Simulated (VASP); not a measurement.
# Bi (P6/mmm) in VASP: further runs

The runs below take Bi through single point, with PBE.

Program: VASP 6.6.1. These are calculated values, not measurements. Logs are shortened: lines on timing, memory, paths and dates and some standing lists are left out, and cuts for length are marked.

### Step 1. The cell of the first run

It takes space group P6/mmm (No. 191, hexagonal). The conventional cell has a = 3.447 Å, b = 3.447 Å, c = 3.282 Å, α = 90.00°, β = 90.00°, γ = 120.00°. Within 4.3 Å of Bi (site symmetry 6/mmm) lie 8 Bi at 3.28 to 3.45 Å.

This isn't the form of Bi at room conditions, which is rhombohedral.

### Step 2. Single point, PBE

INCAR reads:

```
PREC = Accurate ; ENCUT = 520
EDIFF = 1E-7 ; ISMEAR = -1
SIGMA = 0.1 ; LREAL = F
LASPH = T ; NELM = 60
ALGO = Normal ; ISIF = 2
LWAVE = F ; LCHARG = F
GGA = PE ; NBANDS = 14
```

KPOINTS reads:

```
regular mesh
0
Gamma
  14 14 13
```

POSCAR reads:

```
Bi
1.0
    3.4473772076      0.0000000000      0.0000000000
   -1.7236886038      2.9855162382      0.0000000000
    0.0000000000      0.0000000000      3.2824318917
Bi
1
Direct
    0.0000000000      0.0000000000      0.0000000000
```

Potentials or basis: VASP PAW PBE potentials, release 64 (Bi_d).

On the command line:

```
> cat potpaw_PBE.64/Bi_d/POTCAR > POTCAR
> mpirun -np 1 vasp_std > vasp.out
```

OUTCAR:

```text
PREC = Accurate
   ENCUT = 520
   EDIFF = 1E-7
   ISMEAR = -1
   LREAL = F
   LASPH = T
   NELM = 60
   ISIF = 2
   GGA = PE

 ion  position               nearest neighbor table
   1  0.000  0.000  0.000-

  LATTYP: Found a hexagonal cell.
 ALAT       =     3.4473772076
 C/A-ratio  =     0.9521533891

  Lattice vectors:

 A1 = (   3.4473772076,   0.0000000000,   0.0000000000)
 A2 = (  -1.7236886038,   2.9855162382,   0.0000000000)
 A3 = (   0.0000000000,   0.0000000000,   3.2824318917)

Analysis of symmetry for initial positions (statically):
=====================================================================
 Subroutine PRICEL returns:
 Original cell was already a primitive cell.

 Routine SETGRP: Setting up the symmetry group for a
 hexagonal supercell.

 Subroutine GETGRP returns: Found 24 space group operations
 (whereof 24 operations were pure point group operations)
 out of a pool of 24 trial point group operations.

The static configuration has the point symmetry D_6h.

Analysis of symmetry for dynamics (positions and initial velocities):
=====================================================================
 Subroutine PRICEL returns:
 Original cell was already a primitive cell.

 Routine SETGRP: Setting up the symmetry group for a
 hexagonal supercell.

 Subroutine GETGRP returns: Found 24 space group operations
 (whereof 24 operations were pure point group operations)
 out of a pool of 24 trial point group operations.

The dynamic configuration has the point symmetry D_6h.

 Subroutine INISYM returns: Found 24 space group operations
 (whereof 24 operations are pure point group operations),
 and found     1 'primitive' translations

----------------------------------------------------------------------------------------

                                     Primitive cell

  volume of cell :      33.7834

  direct lattice vectors                    reciprocal lattice vectors
     3.447377208  0.000000000  0.000000000     0.290075597  0.167475224  0.000000000
    -1.723688604  2.985516238  0.000000000     0.000000000  0.334950447  0.000000000
     0.000000000  0.000000000  3.282431892     0.000000000  0.000000000  0.304652170

  length of vectors
     3.447377208  3.447377208  3.282431892     0.334950447  0.334950447  0.304652170

  position of ions in fractional coordinates (direct lattice)
     0.000000000  0.000000000  0.000000000

  ion indices of the primitive-cell ions
   primitive index   ion index
                 1           1

----------------------------------------------------------------------------------------

 KPOINTS: regular mesh

Automatic generation of k-mesh.
 Grid dimensions read from file:
 generate k-points for:   14   14   13

 Generating k-lattice:

  Cartesian coordinates                     Fractional coordinates (reciprocal lattice)
     0.020719685  0.011962516  0.000000000     0.071428571  0.000000000  0.000000000
     0.000000000  0.023925032  0.000000000     0.000000000  0.071428571  0.000000000
     0.000000000  0.000000000  0.023434782     0.000000000  0.000000000  0.076923077

  Length of vectors
     0.023925032  0.023925032  0.023434782

  Shift w.r.t. Gamma in fractional coordinates (k-lattice)
     0.000000000  0.000000000  0.000000000

 Subroutine IBZKPT returns following result:
 ===========================================

 Found    168 irreducible k-points:

 Following reciprocal coordinates:
            Coordinates               Weight
  0.000000  0.000000  0.000000      1.000000
  0.071429  0.000000  0.000000      6.000000
  0.142857  0.000000  0.000000      6.000000
  0.214286 -0.000000  0.000000      6.000000
  0.285714  0.000000  0.000000      6.000000
  0.357143 -0.000000  0.000000      6.000000
[... 16 lines left out ...]
  0.285714  0.285714  0.000000      6.000000
  0.357143  0.285714  0.000000      6.000000
 [... further k-points ...]
   k-points           NKPTS =    168   k-points in BZ     NKDIM =    168   number of bands    NBANDS=     14
   number of dos      NEDOS =    301   number of ions     NIONS =      1
   total plane-waves  NPLWV =  18816
   dimension x,y,z NGX =    28 NGY =   28 NGZ =   24
   dimension x,y,z NGXF=    56 NGYF=   56 NGZF=   48
   ions per type =               1
   NGX,Y,Z   is equivalent  to a cutoff of  13.50, 13.50, 12.16 a.u.
   NGXF,Y,Z  is equivalent  to a cutoff of  27.01, 27.01, 24.31 a.u.
 SYSTEM =  unknown system
   PREC   = accura    normal or accurate (medium, high low for compatibility)
   ISTART =      0    job   : 0-new  1-cont  2-samecut
   ICHARG =      2    charge: 1-file 2-atom 10-const
   ISPIN  =      1    spin polarized calculation?
   LNONCOLLINEAR =      F non collinear calculations
   LSORBIT =      F    spin-orbit coupling
   LASPH  =      T    aspherical Exc in radial PAW
   ENCUT  =  520.0 eV  38.22 Ry    6.18 a.u.   6.41  6.41  6.10*2*pi/ulx,y,z
   NELM   =     60;   NELMIN=  2; NELMDL= -5     # of ELM steps
   EDIFF  = 0.1E-06   stopping-criterion for ELM
   LREAL  =      F    real-space projection
   EDIFFG = 0.1E-05   stopping-criterion for IOM
   NSW    =      0    number of steps for IOM
   IBRION =     -1    ionic relax: 0-MD 1-quasi-New 2-CG
   NFREE  =      0    steps in history (QN), initial steepest desc. (CG)
   ISIF   =      2    stress and relaxation
   ISYM   =      2    0-nonsym 1-usesym 2-fastsym
   POTIM  = 0.5000    time-step for ionic-motion
   TEBEG  =    0.0;   TEEND  =   0.0 temperature during run
   PSTRESS=    0.0 pullay stress
   NELECT =      15.0000    total number of electrons
   NUPDOWN=      -1.0000    fix difference up-down
   EMIN   =  10.00;   EMAX   =-10.00  energy-range for DOS
   EFERMI =   0.00;   METHOD = LEGACY
   ISMEAR =    -1;   SIGMA  =   0.10  broadening in eV -4-tet -1-fermi 0-gaus
   EFERMI_NEDOS =   21; number of points for ismear=-14 and -15
   IALGO  =     38    algorithm
   IMIX   =      4    mixing-type and parameters
     AMIX     =   0.40;   BMIX     =  1.00
     AMIX_MAG =   1.60;   BMIX_MAG =  1.00
  volume/ion in A,a.u.               =      33.78       227.98
  Fermi-wavevector in a.u.,A,eV,Ry     =   1.248928  2.360131 21.222641  1.559820
  Thomas-Fermi vector in A             =   2.382992
   LORBIT       =      0    0 simple, 1 ext, 2 COOP (PROOUT), +10 PAW based schemes
   GGA     = PE    functional components
   LHFCALC =     F    Hartree Fock is set to
   AEXX    =    0.0000 exact exchange contribution
   IVDW    =     0    specifies the selected vdW correction
   LEPSILON=     F    determine dielectric tensor
   LRPA    =     F    only Hartree local field effects (RPA)
 non-spin polarized calculation
  energy-cutoff  :      520.00
  volume of cell :       33.78
 maximum number of plane-waves:       927
 NGX is ok and might be reduce to    28
   NGX = 13   NGY = 13   NGZ = 13

 number of electron      14.9999997 magnetization

 Free energy of the ion-electron system (eV)
  ---------------------------------------------------
  ext. energy  EPLUGINS =         0.00000000
  ---------------------------------------------------
  free energy    TOTEN  =        -3.83443641 eV

  energy without entropy =       -3.81570719  energy(sigma->0) =       -3.82507180

 E-fermi :   6.8683     XC(G=0):  -9.8266

 val. band max:        6.8658680147   @ k =   0.3571   0.1429   0.1538
 cond. band min:       6.9070075926   @ k =   0.2857   0.0714   0.2308
 fundamental gap:      0.0411395779
 Fermi energy:         6.8682575035

 k-point     1 :       0.0000    0.0000    0.0000
  band No.  band energies     occupation
      1     -16.1473      2.00000
      2     -16.0385      2.00000
      3     -16.0385      2.00000
      4     -15.8750      2.00000
      5     -15.8750      2.00000
      6      -6.2686      2.00000
      7       9.7179      0.00000
      8      11.0982      0.00000
      9      11.0982      0.00000
     10      13.5049      0.00000
     11      15.2612      0.00000
     12      16.3514      0.00000
     13      17.5412      0.00000
     14      17.5412      0.00000

 k-point     2 :       0.0714    0.0000    0.0000
  band No.  band energies     occupation
      1     -16.1431      2.00000
      2     -16.0394      2.00000
      3     -16.0305      2.00000
      4     -15.8782      2.00000
      5     -15.8757      2.00000
      6      -6.1902      2.00000
      7       9.8059      0.00000
      8      10.1503      0.00000
      9      10.8860      0.00000
     10      13.7051      0.00000
     11      15.4698      0.00000
     12      16.0700      0.00000
     13      17.8797      0.00000
     14      18.7324      0.00000

 k-point     3 :       0.1429    0.0000    0.0000
  band No.  band energies     occupation
      1     -16.1327      2.00000
      2     -16.0406      2.00000
      3     -16.0082      2.00000
      4     -15.8871      2.00000
      5     -15.8779      2.00000
      6      -5.9577      2.00000
      7       8.4000      0.00000
      8      10.0640      0.00000
      9      10.3695      0.00000
     10      13.9209      0.00000
     11      14.6415      0.00000
     12      17.5218      0.00000
     13      18.7726      0.00000
     14      20.7480      0.00000

 k-point     4 :       0.2143   -0.0000    0.0000
  band No.  band energies     occupation
      1     -16.1223      2.00000
      2     -16.0380      2.00000
      3     -15.9756      2.00000
      4     -15.9000      2.00000
      5     -15.8812      2.00000
      6      -5.5813      2.00000
      7       6.5741      1.89972
      8       9.7533      0.00000
      9      10.4731      0.00000
     10      13.7030      0.00000
     11      14.4806      0.00000
     12      19.2067      0.00000
     13      20.0006      0.00000
     14      22.2637      0.00000

 k-point     5 :       0.2857    0.0000    0.0000
  band No.  band energies     occupation
      1     -16.1182      2.00000
      2     -16.0279      2.00000
      3     -15.9392      2.00000
      4     -15.9142      2.00000
      5     -15.8847      2.00000
      6      -5.0860      2.00000
      7       4.8768      2.00000
      8       9.1796      0.00000
      9      10.9942      0.00000
     10      13.2063      0.00000
     11      14.9010      0.00000
[... 276 lines left out ...]
 k-point    22 :       0.3571    0.2143    0.0000
  band No.  band energies     occupation
      1     -16.0719      2.00000
      2     -15.9948      2.00000
      3     -15.9301      2.00000
      4     -15.9149      2.00000
      5     -15.9057      2.00000
      6      -3.6273      2.00000
      7       2.7418      2.00000
      8       5.2335      2.00000
      9      12.4944      0.00000
     10      16.9560      0.00000
     11      17.1848      0.00000
     12      18.2056      0.00000
     13      19.3476      0.00000
     14      20.1709      0.00000

 k-point    23 :       0.2857    0.2857    0.0000
  band No.  band energies     occupation
      1     -16.0590      2.00000
      2     -15.9932      2.00000
      3     -15.9272      2.00000
      4     -15.9265      2.00000
      5     -15.9102      2.00000
      6      -3.6027      2.00000
      7       3.1215      2.00000
      8       4.5865      2.00000
      9      12.5363      0.00000
     10      17.0842      0.00000
     11      18.8577      0.00000
     12      18.8944      0.00000
     13      19.3014      0.00000
     14      19.6453      0.00000

 k-point    24 :       0.3571    0.2857    0.0000
  band No.  band energies     occupation
      1     -16.0549      2.00000
      2     -15.9763      2.00000
      3     -15.9414      2.00000
      4     -15.9244      2.00000
      5     -15.9148      2.00000
      6      -3.4733      2.00000
      7       3.1857      2.00000
      8       4.1260      2.00000
      9      12.6744      0.00000
     10      17.9152      0.00000
     11      18.1287      0.00000
     12      18.8422      0.00000
     13      19.3447      0.00000
     14      19.5720      0.00000

 [... further k-points ...]

------------------------ aborting loop because EDIFF is reached ----------------------------------------

  FORCE on cell =-STRESS in cart. coord.  units (eV):
  Direction    XX          YY          ZZ          XY          YZ          ZX
  --------------------------------------------------------------------------------------
  -------------------------------------------------------------------------------------
  Total       -0.0199618     -0.0199618     -0.0244341      0.0000000     -0.0000000      0.0000000
  in kB       -0.9466884     -0.9466884     -1.1587849      0.0000000     -0.0000000      0.0000000
  external PRESSURE =      -1.0173872 kB  Pullay stress =       0.0000000 kB

 VOLUME and BASIS-vectors are now :
 -----------------------------------------------------------------------------
  energy-cutoff  :      520.00
  volume of cell :       33.78
      direct lattice vectors                 reciprocal lattice vectors
     3.447377208  0.000000000  0.000000000     0.290075597  0.167475224  0.000000000
    -1.723688604  2.985516238  0.000000000     0.000000000  0.334950447  0.000000000
     0.000000000  0.000000000  3.282431892     0.000000000  0.000000000  0.304652170

 POSITION                                       TOTAL-FORCE (eV/Angst)
 -----------------------------------------------------------------------------------
      0.00000      0.00000      0.00000         0.000000      0.000000      0.000000
 -----------------------------------------------------------------------------------
    total drift:                               -0.000000     -0.000000      0.000000

  FREE ENERGIE OF THE ION-ELECTRON SYSTEM (eV)
  ---------------------------------------------------
  free  energy   TOTEN  =        -3.8344364057 eV

  energy  without entropy=       -3.8157071895  energy(sigma->0) =       -3.82507180
```

Wall time 91 s (1 thread of Intel Xeon 8259CL, shared host); peak memory 0.2 GiB.

What came out:

* Free energy: -3.8344 eV
* Pressure: -0.1 GPa
* Band gap on the k mesh: zero (an odd number of electrons rules out a gap without spin polarisation)

Caveat: spin-orbit coupling is left out, which moves the levels of the heavy elements.

### Step 3. Single point, PBE (33.78 Å³/atom)

INCAR reads:

```
SYSTEM = Bi
ALGO = Normal
EDIFF = 1E-6
ENCUT = 520
GGA = PE
ISIF = 2
ISMEAR = -1
LASPH = .True.
LCHARG = .True.
LELF = .True.
LREAL = .False.
LVHAR = .True.
LWAVE = .False.
NBANDS = 14
NELM = 100
PREC = Accurate
SIGMA = 0.1
```

KPOINTS reads:

```
k-points
0
Gamma
  14 14 13
  0 0 0
```

POSCAR is that of step 2.

Potentials or basis: VASP PAW PBE potentials, release 64 (Bi_d).

On the command line:

```
> cat potpaw_PBE.64/Bi_d/POTCAR > POTCAR
> mpirun -np 1 vasp_std > vasp.out
```

Wall time 83 s (1 thread of Intel Xeon 8259CL, shared host); peak memory 0.2 GiB.

Results (log left out):

- Free energy: -3.8344 eV
- Pressure: -0.1 GPa
- Band gap on the k mesh: zero (an odd number of electrons rules out a gap without spin polarisation)

Levels at points of the mesh, in eV from the Fermi level:
```tsv
k point	band 4	band 5	band 6	band 7	band 8	band 9	band 10	band 11
(0.00, 0.00, 0.00)	-22.74	-22.74	-13.14	2.85	4.23	4.23	6.64	8.39
(0.50, 0.00, 0.00)	-22.76	-22.74	-10.70	-4.86	1.48	5.34	5.67	10.00
```

Caveat: spin-orbit coupling is left out, which moves the levels of the heavy elements.
